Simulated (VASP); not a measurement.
# SnO (Fm-3m) in VASP: notebook, part 2 of 2

VASP 6.6.1.

### Step 3. Single point, PBEsol

This run uses another cell than the first one, of 15.96 Å³/atom.

Input file INCAR:

```
  ALGO = Normal
  EDIFF = 1E-6
  ENCUT = 520
  GGA = PS
  ISIF = 2
  ISMEAR = -1
  LASPH = True
  LCHARG = True
  LELF = True
  LREAL = False
  LVHAR = True
  LWAVE = False
  NBANDS = 17
  NELM = 100
  PREC = Accurate
  SIGMA = 0.02
```

Input file KPOINTS:

```
k-points
0
Gamma
  8 8 8
```

Input file POSCAR:

```
SnO
1.0
    0.0000000000      2.5175899922      2.5175899922
    2.5175899922      0.0000000000      2.5175899922
    2.5175899922      2.5175899922      0.0000000000
Sn O
1 1
Direct
    0.0000000000      0.0000000000      0.0000000000
    0.5000000000      0.5000000000      0.5000000000
```

Potentials or basis: VASP PAW PBE potentials, release 64 (Sn_d, O).

Started as:

```sh
$ cat potpaw_PBE.64/Sn_d/POTCAR potpaw_PBE.64/O/POTCAR > POTCAR
$ mpirun -np 1 vasp_std > vasp.out
```

OUTCAR:

```text
EDIFF = 1E-6
   ENCUT = 520
   GGA = PS
   ISIF = 2
   ISMEAR = -1
   LASPH = True
   LREAL = False
   NELM = 100
   PREC = Accurate

 ion  position               nearest neighbor table
   1  0.000  0.000  0.000-   2 2.52   2 2.52   2 2.52   2 2.52   2 2.52   2 2.52
   2  0.500  0.500  0.500-   1 2.52   1 2.52   1 2.52   1 2.52   1 2.52   1 2.52

  LATTYP: Found a face centered cubic cell.
 ALAT       =     5.0351799844

  Lattice vectors:

 A1 = (   0.0000000000,   2.5175899922,   2.5175899922)
 A2 = (   2.5175899922,   0.0000000000,   2.5175899922)
 A3 = (   2.5175899922,   2.5175899922,   0.0000000000)

Analysis of symmetry for initial positions (statically):
=====================================================================
 Subroutine PRICEL returns:
 Original cell was already a primitive cell.

 Routine SETGRP: Setting up the symmetry group for a
 face centered cubic supercell.

 Subroutine GETGRP returns: Found 48 space group operations
 (whereof 48 operations were pure point group operations)
 out of a pool of 48 trial point group operations.

The static configuration has the point symmetry O_h .
[... 158 lines left out ...]

  energy without entropy =      -11.22681075  energy(sigma->0) =      -11.22681075

 E-fermi :   8.1762     XC(G=0): -11.1876

 val. band max:        7.7380003183   @ k =  -0.2500   0.2500   0.0000
 cond. band min:       8.6064974833   @ k =   0.5000   0.1250   0.0000
 fundamental gap:      0.8684971651
 Fermi energy:         8.1761855148

 k-point     1 :       0.0000    0.0000    0.0000
  band No.  band energies     occupation
      1     -13.4121      2.00000
      2     -13.4121      2.00000
      3     -13.4121      2.00000
      4     -13.3442      2.00000
      5     -13.3442      2.00000
      6     -10.8295      2.00000
[... 457 lines left out ...]
      4     -13.3611      2.00000
      5     -13.3140      2.00000
      6      -9.8910      2.00000
[... 9 lines left out ...]
     16      23.0980      0.00000
     17      25.1522      0.00000

 [... further k-points ...]

------------------------ aborting loop because EDIFF is reached ----------------------------------------

  FORCE on cell =-STRESS in cart. coord.  units (eV):
  Direction    XX          YY          ZZ          XY          YZ          ZX
  --------------------------------------------------------------------------------------
  -------------------------------------------------------------------------------------
  Total       -0.0044810     -0.0044810     -0.0044810      0.0000000     -0.0000000      0.0000000
  in kB       -0.2249560     -0.2249560     -0.2249560      0.0000000     -0.0000000      0.0000000
  external PRESSURE =      -0.2249560 kB  Pullay stress =       0.0000000 kB

 VOLUME and BASIS-vectors are now :
 -----------------------------------------------------------------------------
  energy-cutoff  :      520.00
  volume of cell :       31.91
      direct lattice vectors                 reciprocal lattice vectors
     0.000000000  2.517589992  2.517589992    -0.198602632  0.198602632  0.198602632
     2.517589992  0.000000000  2.517589992     0.198602632 -0.198602632  0.198602632
     2.517589992  2.517589992  0.000000000     0.198602632  0.198602632 -0.198602632

 POSITION                                       TOTAL-FORCE (eV/Angst)
 -----------------------------------------------------------------------------------
      0.00000      0.00000      0.00000         0.000000      0.000000      0.000000
      2.51759      2.51759      2.51759        -0.000000     -0.000000     -0.000000
 -----------------------------------------------------------------------------------
    total drift:                                0.000000      0.000000      0.000000

  FREE ENERGIE OF THE ION-ELECTRON SYSTEM (eV)
  ---------------------------------------------------
  free  energy   TOTEN  =       -11.2268107482 eV

  energy  without entropy=      -11.2268107482  energy(sigma->0) =      -11.22681075
```

OSZICAR:

```text
N       E                     dE             d eps       ncg     rms          rms(c)
DAV:   1     0.144181805305E+03    0.14418E+03   -0.10325E+04  1018   0.176E+03
DAV:   2     0.447384840582E+00   -0.14373E+03   -0.13697E+03  1059   0.387E+02
DAV:   3    -0.125030511593E+02   -0.12950E+02   -0.12874E+02  1147   0.103E+02
DAV:   4    -0.127597974290E+02   -0.25675E+00   -0.25658E+00  1167   0.151E+01
DAV:   5    -0.127663292071E+02   -0.65318E-02   -0.65313E-02  1316   0.236E+00    0.732E+00
DAV:   6    -0.114714227906E+02    0.12949E+01   -0.10229E+01  1260   0.374E+01    0.457E+00
DAV:   7    -0.112485875794E+02    0.22284E+00   -0.14526E+00  1205   0.710E+00    0.131E+00
DAV:   8    -0.112280826994E+02    0.20505E-01   -0.14577E-01  1080   0.298E+00    0.371E-01
DAV:   9    -0.112267641789E+02    0.13185E-02   -0.64358E-03  1225   0.545E-01    0.994E-02
DAV:  10    -0.112268368131E+02   -0.72634E-04   -0.42875E-04  1301   0.316E-01    0.281E-02
DAV:  11    -0.112268120777E+02    0.24735E-04   -0.83740E-05  1301   0.150E-01    0.119E-02
DAV:  12    -0.112268110090E+02    0.10687E-05   -0.10916E-05  1306   0.284E-02    0.439E-03
DAV:  13    -0.112268107482E+02    0.26075E-06   -0.15878E-06   595   0.924E-03
   1 F= -.11226811E+02 E0= -.11226811E+02  d E =-.257681E-10
```

stdout:

```text
POSCAR found type information on POSCAR SnO
 POSCAR found :  2 types and       2 ions
 scaLAPACK will be used
 -----------------------------------------------------------------------------
|                                                                             |
|                                                                             |
|     You enforced a specific xc type in the INCAR file but a different       |
|     I HOPE YOU KNOW WHAT YOU ARE DOING!                                     |
|                                                                             |
 -----------------------------------------------------------------------------

 LDA part: xc-table for (Slater+PW92), standard interpolation
 POSCAR, INCAR and KPOINTS ok, starting setup
 FFT: planning ... GRIDC
 FFT: planning ... GRID_SOFT
 FFT: planning ... GRID
 WAVECAR not read
 entering main loop
```

It took 16 s on 1 thread of Intel Xeon 8259CL, shared host; peak memory 0.16 GiB.

Results:

* Free energy: -11.2268 eV
* Pressure: 0.0 GPa
* Band gap on the k mesh: 0.87 eV (least direct gap 0.99 eV)

Caveat: the PAW data sets were made with another functional, which shifts forces and pressure a little; spin-orbit coupling is left out, which moves the levels of the heavy elements.

### Step 4. Single point, LDA

This run uses another cell than the first one, of 15.52 Å³/atom.

Input file INCAR:

```
  PREC = Accurate
  ENCUT = 520
  EDIFF = 1E-6
  ISMEAR = -1
  SIGMA = 0.02
  LREAL = False
  LASPH = True
  NELM = 100
  ALGO = Normal
  ISIF = 2
  LWAVE = False
  LCHARG = False
  GGA = CA
  NBANDS = 17
```

Input file KPOINTS:

```
Automatic mesh
0
Gamma
  8 8 8
```

Input file POSCAR:

```
SnO
1.0
    0.0000000000      2.4945923076      2.4945923076
    2.4945923076      0.0000000000      2.4945923076
    2.4945923076      2.4945923076      0.0000000000
Sn O
1 1
Direct
    0.0000000000      0.0000000000      0.0000000000
    0.5000000000      0.5000000000      0.5000000000
```

Potentials or basis: VASP PAW LDA potentials, release 64 (Sn_d, O).

Started as:

```sh
$ cat potpaw_LDA.64/Sn_d/POTCAR potpaw_LDA.64/O/POTCAR > POTCAR
$ mpirun -np 1 vasp_std > vasp.out
```

Wall time 14 s (1 thread of Intel Xeon 8259CL, shared host); peak memory 0.15 GiB.

Results (log left out):

```yaml
Free_energy: -11.9463 eV
Pressure: 0.2 GPa
Band_gap_on_the_k_mesh: 0.87 eV (least direct gap 1.01 eV)
```

Levels at points of the mesh, in eV from the valence-band top:
```
           k point  band 8  band 9  band 10  band 11  band 12  band 13
(0.00, 0.00, 0.00)   -3.36   -3.36    -3.36     8.26     8.26     8.26
(0.50, 0.00, 0.00)   -3.12   -3.12    -0.67     1.13     4.57     4.57
(0.50, 0.50, 0.00)   -4.53   -4.53    -4.44     3.84     5.27     6.25
```

Caveat: spin-orbit coupling is left out, which moves the levels of the heavy elements. A k mesh can miss the band edges.

### Step 5. The runs side by side

| level | potentials or basis | cell | k mesh | grid for exact exchange (PRECFOCK) | share of exact exchange | gap on the mesh (eV) | pressure (GPa) |
| --- | --- | --- | --- | --- | --- | --- | --- |
| PBE0 | VASP PAW PBE potentials, release 64 (Sn_d, O) | a = 3.588 Å, angles 60.0°, 2 atoms | 6 × 6 × 6 | Normal | 0.25 | 1.75 | -0.1 |
| PBEsol | VASP PAW PBE potentials, release 64 (Sn_d, O) | a = 3.560 Å, angles 60.0°, 2 atoms | 8 × 8 × 8 | - | - | 0.87 | 0.0 |
| LDA | VASP PAW LDA potentials, release 64 (Sn_d, O) | a = 3.528 Å, angles 60.0°, 2 atoms | 8 × 8 × 8 | - | - | 0.87 | 0.2 |

Alike in all rows: task single point; no spin polarisation; cutoff (eV) 520; smearing fermi-dirac 0.02 eV.

Caveats: spin-orbit coupling is left out, which moves the levels of the heavy elements; the PAW data sets were made with another functional, which shifts forces and pressure a little (at least some runs).

Absolute energies hang on the potentials; compare differences alone.
